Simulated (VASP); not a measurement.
# NaIr (CsCl type) (Pm-3m) in VASP: further runs

NaIr (CsCl type) is run at these levels: PBE; tasks: electric field gradients, single point.

All numbers are computed with VASP 6.6.1; they aren't measurements. Logs are shortened: lines on timing, memory, paths and dates and some standing lists are left out, and cuts for length are marked.

**1. The cell of the first run**

Symmetry: Pm-3m, No. 221, cubic system. The conventional cell has a = 3.231 Å, b = 3.231 Å, c = 3.231 Å, α = 90.00°, β = 90.00°, γ = 90.00°. Within 3.7 Å of Na (site symmetry m-3m) lie 8 Ir at 2.80 Å and 6 Na at 3.23 Å. Ir (site symmetry m-3m) has 8 Na at 2.80 Å and 6 Ir at 3.23 Å within 3.7 Å.

**2. Electric field gradients, PBE**

INCAR

```
ALGO = Normal
EDIFF = 1E-8
ENCUT = 520
GGA = PE
ISIF = 2
ISMEAR = -1
LASPH = True
LCHARG = False
LEFG = True
LREAL = False
LWAVE = False
NBANDS = 15
NELM = 60
PREC = Accurate
SIGMA = 0.05
```

KPOINTS

```
k-points
0
Gamma
  11 11 11
```

POSCAR

```
NaIr
1.0
    3.2312637440      0.0000000000      0.0000000000
    0.0000000000      3.2312637440      0.0000000000
    0.0000000000      0.0000000000      3.2312637440
Na Ir
1 1
Direct
    0.0000000000      0.0000000000      0.0000000000
    0.5000000000      0.5000000000      0.5000000000
```

Potentials or basis: VASP PAW PBE potentials, release 64 (Na_pv, Ir).

The run is started by

```console
> cat potpaw_PBE.64/Na_pv/POTCAR potpaw_PBE.64/Ir/POTCAR > POTCAR
> mpirun -np 1 vasp_std > vasp.out
```

OUTCAR:

```text
EDIFF = 1E-8
   ENCUT = 520
   GGA = PE
   ISIF = 2
   ISMEAR = -1
   LASPH = True
   LREAL = False
   NELM = 60
   PREC = Accurate

 ion  position               nearest neighbor table
   1  0.000  0.000  0.000-   2 2.80   2 2.80   2 2.80   2 2.80   2 2.80   2 2.80   2 2.80   2 2.80

   2  0.500  0.500  0.500-   1 2.80   1 2.80   1 2.80   1 2.80   1 2.80   1 2.80   1 2.80   1 2.80

  LATTYP: Found a simple cubic cell.
 ALAT       =     3.2312637440

  Lattice vectors:

 A1 = (   3.2312637440,   0.0000000000,   0.0000000000)
 A2 = (   0.0000000000,   3.2312637440,   0.0000000000)
 A3 = (   0.0000000000,   0.0000000000,   3.2312637440)

Analysis of symmetry for initial positions (statically):
=====================================================================
 Subroutine PRICEL returns:
 Original cell was already a primitive cell.

 Routine SETGRP: Setting up the symmetry group for a
 simple cubic supercell.

 Subroutine GETGRP returns: Found 48 space group operations
 (whereof 48 operations were pure point group operations)
 out of a pool of 48 trial point group operations.

The static configuration has the point symmetry O_h .

Analysis of symmetry for dynamics (positions and initial velocities):
=====================================================================
 Subroutine PRICEL returns:
 Original cell was already a primitive cell.

 Routine SETGRP: Setting up the symmetry group for a
 simple cubic supercell.

 Subroutine GETGRP returns: Found 48 space group operations
 (whereof 48 operations were pure point group operations)
 out of a pool of 48 trial point group operations.

The dynamic configuration has the point symmetry O_h .

 Subroutine INISYM returns: Found 48 space group operations
 (whereof 48 operations are pure point group operations),
 and found     1 'primitive' translations

----------------------------------------------------------------------------------------

                                     Primitive cell

  volume of cell :      33.7378

  direct lattice vectors                    reciprocal lattice vectors
     3.231263744  0.000000000  0.000000000     0.309476440  0.000000000  0.000000000
     0.000000000  3.231263744  0.000000000     0.000000000  0.309476440  0.000000000
     0.000000000  0.000000000  3.231263744     0.000000000  0.000000000  0.309476440

  length of vectors
     3.231263744  3.231263744  3.231263744     0.309476440  0.309476440  0.309476440

  position of ions in fractional coordinates (direct lattice)
     0.000000000  0.000000000  0.000000000
     0.500000000  0.500000000  0.500000000

  ion indices of the primitive-cell ions
   primitive index   ion index
                 1           1
                 2           2

----------------------------------------------------------------------------------------

 KPOINTS: k-points

Automatic generation of k-mesh.
 Grid dimensions read from file:
 generate k-points for:   11   11   11

 Generating k-lattice:

  Cartesian coordinates                     Fractional coordinates (reciprocal lattice)
     0.028134222  0.000000000  0.000000000     0.090909091  0.000000000  0.000000000
     0.000000000  0.028134222  0.000000000     0.000000000  0.090909091  0.000000000
     0.000000000  0.000000000  0.028134222     0.000000000  0.000000000  0.090909091

  Length of vectors
     0.028134222  0.028134222  0.028134222

  Shift w.r.t. Gamma in fractional coordinates (k-lattice)
     0.000000000  0.000000000  0.000000000

 Subroutine IBZKPT returns following result:
 ===========================================

 Found     56 irreducible k-points:

 Following reciprocal coordinates:
            Coordinates               Weight
  0.000000  0.000000  0.000000      1.000000
  0.090909  0.000000  0.000000      6.000000
  0.181818  0.000000  0.000000      6.000000
  0.272727  0.000000  0.000000      6.000000
  0.363636  0.000000  0.000000      6.000000
  0.454545  0.000000  0.000000      6.000000
[... 16 lines left out ...]
  0.181818  0.090909  0.090909     24.000000
  0.272727  0.090909  0.090909     24.000000
 [... further k-points ...]
   k-points           NKPTS =     56   k-points in BZ     NKDIM =     56   number of bands    NBANDS=     15
   number of dos      NEDOS =    301   number of ions     NIONS =      2
   total plane-waves  NPLWV =  13824
   dimension x,y,z NGX =    24 NGY =   24 NGZ =   24
   dimension x,y,z NGXF=    48 NGYF=   48 NGZF=   48
   ions per type =               1   1
   NGX,Y,Z   is equivalent  to a cutoff of  12.35, 12.35, 12.35 a.u.
   NGXF,Y,Z  is equivalent  to a cutoff of  24.70, 24.70, 24.70 a.u.
 SYSTEM =  unknown system
   PREC   = accura    normal or accurate (medium, high low for compatibility)
   ISTART =      0    job   : 0-new  1-cont  2-samecut
   ICHARG =      2    charge: 1-file 2-atom 10-const
   ISPIN  =      1    spin polarized calculation?
   LNONCOLLINEAR =      F non collinear calculations
   LSORBIT =      F    spin-orbit coupling
   LASPH  =      T    aspherical Exc in radial PAW
   ENCUT  =  520.0 eV  38.22 Ry    6.18 a.u.   6.01  6.01  6.01*2*pi/ulx,y,z
   NELM   =     60;   NELMIN=  2; NELMDL= -5     # of ELM steps
   EDIFF  = 0.1E-07   stopping-criterion for ELM
   LREAL  =      F    real-space projection
   EDIFFG = 0.1E-06   stopping-criterion for IOM
   NSW    =      0    number of steps for IOM
   IBRION =     -1    ionic relax: 0-MD 1-quasi-New 2-CG
   NFREE  =      0    steps in history (QN), initial steepest desc. (CG)
   ISIF   =      2    stress and relaxation
   ISYM   =      2    0-nonsym 1-usesym 2-fastsym
   POTIM  = 0.5000    time-step for ionic-motion
   TEBEG  =    0.0;   TEEND  =   0.0 temperature during run
   PSTRESS=    0.0 pullay stress
   NELECT =      16.0000    total number of electrons
   NUPDOWN=      -1.0000    fix difference up-down
   EMIN   =  10.00;   EMAX   =-10.00  energy-range for DOS
   EFERMI =   0.00;   METHOD = LEGACY
   ISMEAR =    -1;   SIGMA  =   0.05  broadening in eV -4-tet -1-fermi 0-gaus
   EFERMI_NEDOS =   21; number of points for ismear=-14 and -15
   IALGO  =     38    algorithm
   IMIX   =      4    mixing-type and parameters
     AMIX     =   0.40;   BMIX     =  1.00
     AMIX_MAG =   1.60;   BMIX_MAG =  1.00
  volume/ion in A,a.u.               =      16.87       113.84
  Fermi-wavevector in a.u.,A,eV,Ry     =   1.276661  2.412540 22.175653  1.629865
  Thomas-Fermi vector in A             =   2.409305
   LORBIT       =      0    0 simple, 1 ext, 2 COOP (PROOUT), +10 PAW based schemes
   GGA     = PE    functional components
   LHFCALC =     F    Hartree Fock is set to
   AEXX    =    0.0000 exact exchange contribution
   IVDW    =     0    specifies the selected vdW correction
   LEPSILON=     F    determine dielectric tensor
   LRPA    =     F    only Hartree local field effects (RPA)
 non-spin polarized calculation
  energy-cutoff  :      520.00
  volume of cell :       33.74
 maximum number of plane-waves:       925
   NGX = 13   NGY = 13   NGZ = 13

 number of electron      15.9999977 magnetization

 Free energy of the ion-electron system (eV)
  ---------------------------------------------------
  ext. energy  EPLUGINS =         0.00000000
  ---------------------------------------------------
  free energy    TOTEN  =        -7.88449416 eV

  energy without entropy =       -7.85324115  energy(sigma->0) =       -7.86886766

 E-fermi :   3.8444     XC(G=0): -10.9961

 val. band max:        3.8427107627   @ k =   0.0909   0.0909   0.0000
 cond. band min:       3.8483017828   @ k =   0.0909   0.0909   0.0909
 fundamental gap:      0.0055910201
 Fermi energy:         3.8444339939

 k-point     1 :       0.0000    0.0000    0.0000
  band No.  band energies     occupation
      1     -18.1842      2.00000
      2     -18.1842      2.00000
      3     -18.1842      2.00000
      4      -1.9858      2.00000
      5       1.2856      2.00000
      6       1.2856      2.00000
      7       4.0114      0.06852
      8       4.0114      0.06851
      9       4.0114      0.06851
     10      13.6286      0.00000
     11      13.6286      0.00000
     12      13.6286      0.00000
     13      17.0197      0.00000
     14      17.0197      0.00000
[... 401 lines left out ...]
      2     -18.1895      2.00000
      3     -18.1890      2.00000
      4      -0.5522      2.00000
      5       1.6396      2.00000
      6       2.1357      2.00000
      7       3.3628      1.99987
      8       3.3938      1.99976
      9       3.9043      0.46365
     10       9.2504      0.00000
     11      13.8621      0.00000
     12      14.0197      0.00000
     13      16.4047      0.00000
     14      20.0508      0.00000
     15      21.3997      0.00000

 [... further k-points ...]

------------------------ aborting loop because EDIFF is reached ----------------------------------------

  FORCE on cell =-STRESS in cart. coord.  units (eV):
  Direction    XX          YY          ZZ          XY          YZ          ZX
  --------------------------------------------------------------------------------------
  -------------------------------------------------------------------------------------
  Total        0.0319119      0.0319119      0.0319119      0.0000000      0.0000000     -0.0000000
  in kB        1.5154674      1.5154674      1.5154674      0.0000000      0.0000000     -0.0000000
  external PRESSURE =       1.5154674 kB  Pullay stress =       0.0000000 kB

 VOLUME and BASIS-vectors are now :
 -----------------------------------------------------------------------------
  energy-cutoff  :      520.00
  volume of cell :       33.74
      direct lattice vectors                 reciprocal lattice vectors
     3.231263744  0.000000000  0.000000000     0.309476440  0.000000000  0.000000000
     0.000000000  3.231263744  0.000000000     0.000000000  0.309476440  0.000000000
     0.000000000  0.000000000  3.231263744     0.000000000  0.000000000  0.309476440

 POSITION                                       TOTAL-FORCE (eV/Angst)
 -----------------------------------------------------------------------------------
      0.00000      0.00000      0.00000         0.000000      0.000000      0.000000
      1.61563      1.61563      1.61563         0.000000      0.000000      0.000000
 -----------------------------------------------------------------------------------
    total drift:                                0.000000     -0.000000     -0.000000

  FREE ENERGIE OF THE ION-ELECTRON SYSTEM (eV)
  ---------------------------------------------------
  free  energy   TOTEN  =        -7.8844941644 eV

  energy  without entropy=       -7.8532411529  energy(sigma->0) =       -7.86886766

 Electric field gradients (V/A^2)
---------------------------------------------------------------------
 ion       V_xx      V_yy      V_zz      V_xy      V_xz      V_yz
---------------------------------------------------------------------
   1       0.000     0.000     0.000    -0.000    -0.000    -0.000
   2       0.000     0.000    -0.000     0.000     0.000    -0.000
---------------------------------------------------------------------

 Electric field gradients after diagonalization (V/A^2)
 (convention: |V_zz| > |V_xx| > |V_yy|)
----------------------------------------------------------------------
 ion       V_xx      V_yy      V_zz     asymmetry (V_yy - V_xx)/ V_zz
----------------------------------------------------------------------
   1       0.000     0.000     0.000      -0.086
   2       0.000     0.000    -0.000       0.074
----------------------------------------------------------------------

           NMR quadrupolar parameters

 Cq : quadrupolar parameter    Cq=e*Q*V_zz/h
 eta: asymmetry parameters     (V_yy - V_xx)/ V_zz
 Q  : nuclear electric quadrupole moment in mb (millibarn)
----------------------------------------------------------------------
 ion       Cq(MHz)       eta       Q (mb)
----------------------------------------------------------------------
   1       0.000      -0.086       1.000
   2      -0.000       0.074       1.000
----------------------------------------------------------------------
```

Run time: 22 s. Hardware: 1 thread of Intel Xeon 8259CL, shared host; peak memory 0.16 GiB.

What came out:

* Free energy: -7.8845 eV
* Pressure: 0.2 GPa
* Band gap on the k mesh: zero (bands 8 and 9 overlap by 1.61 eV)
* Largest electric field gradient by atom: zero within the noise of the run

Caveat: spin-orbit coupling is left out, which moves the levels of the heavy elements.

**3. Single point, PBE**

POSCAR is that of step 2.

INCAR.step1

```
SYSTEM = NaIr
PREC = Accurate ; ENCUT = 520
EDIFF = 1E-6 ; ISMEAR = -1
SIGMA = 0.05 ; LREAL = .FALSE.
LASPH = .TRUE. ; NELM = 80
ALGO = Normal ; ISIF = 2
LWAVE = .FALSE. ; LCHARG = .TRUE.
LMAXMIX = 4 ; GGA = PE
NBANDS = 15
```

KPOINTS.step1

```
regular mesh
0
G
  11 11 11
  0 0 0
```

INCAR.step2

```
SYSTEM = NaIr
PREC = Accurate ; ENCUT = 520
EDIFF = 1E-6 ; ISMEAR = -5
SIGMA = 0.05 ; LREAL = .FALSE.
LASPH = .TRUE. ; NELM = 80
ALGO = Normal ; ISIF = 2
LWAVE = .FALSE. ; LCHARG = .FALSE.
LMAXMIX = 4 ; GGA = PE
LORBIT = 10 ; NBANDS = 15
NEDOS = 2001 ; ICHARG = 11
```

KPOINTS.step2

```
regular mesh
0
G
  17 17 17
  0 0 0
```

Potentials or basis: VASP PAW PBE potentials, release 64 (Na_pv, Ir).

The run is started by

```console
> cat potpaw_PBE.64/Na_pv/POTCAR potpaw_PBE.64/Ir/POTCAR > POTCAR
> cp INCAR.step1 INCAR
> cp KPOINTS.step1 KPOINTS
> mpirun -np 1 vasp_std > vasp.out
> cp INCAR.step2 INCAR
> cp KPOINTS.step2 KPOINTS
> mpirun -np 1 vasp_std > vasp.out
```

OUTCAR:

```text
SYSTEM = NaIr
   PREC = Accurate
   ENCUT = 520
   EDIFF = 1E-6
   ISMEAR = -5
   LREAL = .FALSE.
   LASPH = .TRUE.
   NELM = 80
   ISIF = 2
   GGA = PE
   LORBIT = 10
   ICHARG = 11

 ion  position               nearest neighbor table
   1  0.000  0.000  0.000-   2 2.80   2 2.80   2 2.80   2 2.80   2 2.80   2 2.80   2 2.80   2 2.80

   2  0.500  0.500  0.500-   1 2.80   1 2.80   1 2.80   1 2.80   1 2.80   1 2.80   1 2.80   1 2.80

  LATTYP: Found a simple cubic cell.
 ALAT       =     3.2312637440

  Lattice vectors:

 A1 = (   3.2312637440,   0.0000000000,   0.0000000000)
 A2 = (   0.0000000000,   3.2312637440,   0.0000000000)
[... 624 lines left out ...]
  Total       -0.0889864     -0.0889864     -0.0889864      0.0000000      0.0000000     -0.0000000
  in kB       -4.2258772     -4.2258772     -4.2258772      0.0000000      0.0000000     -0.0000000
  external PRESSURE =      -4.2258772 kB  Pullay stress =       0.0000000 kB

 VOLUME and BASIS-vectors are now :
 -----------------------------------------------------------------------------
  energy-cutoff  :      520.00
  volume of cell :       33.74
      direct lattice vectors                 reciprocal lattice vectors
     3.231263744  0.000000000  0.000000000     0.309476440  0.000000000  0.000000000
     0.000000000  3.231263744  0.000000000     0.000000000  0.309476440  0.000000000
     0.000000000  0.000000000  3.231263744     0.000000000  0.000000000  0.309476440

 POSITION                                       TOTAL-FORCE (eV/Angst)
 -----------------------------------------------------------------------------------
      0.00000      0.00000      0.00000         0.000000      0.000000      0.000000
      1.61563      1.61563      1.61563         0.000000      0.000000      0.000000
 -----------------------------------------------------------------------------------
    total drift:                                0.000000      0.000000     -0.000000

  FREE ENERGIE OF THE ION-ELECTRON SYSTEM (eV)
  ---------------------------------------------------
  free  energy   TOTEN  =        -7.8941920515 eV

  energy  without entropy=       -7.8941920515  energy(sigma->0) =       -7.89419205

 total charge

# of ion       s       p       d       tot
------------------------------------------
    1        0.131   6.039   0.000   6.169
    2        0.604   0.199   7.077   7.880
--------------------------------------------------
tot          0.735   6.238   7.077  14.050
```

OUTCAR.step1:

```text
SYSTEM = NaIr
   PREC = Accurate
   ENCUT = 520
   EDIFF = 1E-6
   ISMEAR = -1
   LREAL = .FALSE.
[... 654 lines left out ...]
      0.00000      0.00000      0.00000         0.000000      0.000000      0.000000
      1.61563      1.61563      1.61563         0.000000      0.000000      0.000000
 -----------------------------------------------------------------------------------
    total drift:                                0.000000     -0.000000     -0.000000

  FREE ENERGIE OF THE ION-ELECTRON SYSTEM (eV)
  ---------------------------------------------------
  free  energy   TOTEN  =        -7.8844941953 eV

  energy  without entropy=       -7.8532411943  energy(sigma->0) =       -7.86886769
```

Wall time 50 s (1 thread of Intel Xeon 8259CL, shared host); peak memory 0.2 GiB.

What came out:

```
Valence electrons inside the program's atomic spheres : Na 6.17; Ir 7.88
```

Levels at points of the mesh, in eV from the Fermi level:
| k point | band 5 | band 6 | band 7 | band 8 | band 9 | band 10 | band 11 | band 12 |
| --- | --- | --- | --- | --- | --- | --- | --- | --- |
| (0.00, 0.00, 0.00) | -2.55 | -2.55 | 0.18 | 0.18 | 0.18 | 9.79 | 9.79 | 9.79 |

Caveat: spin-orbit coupling is left out, which moves the levels of the heavy elements; tetrahedron occupations give inexact forces and stress in metals.
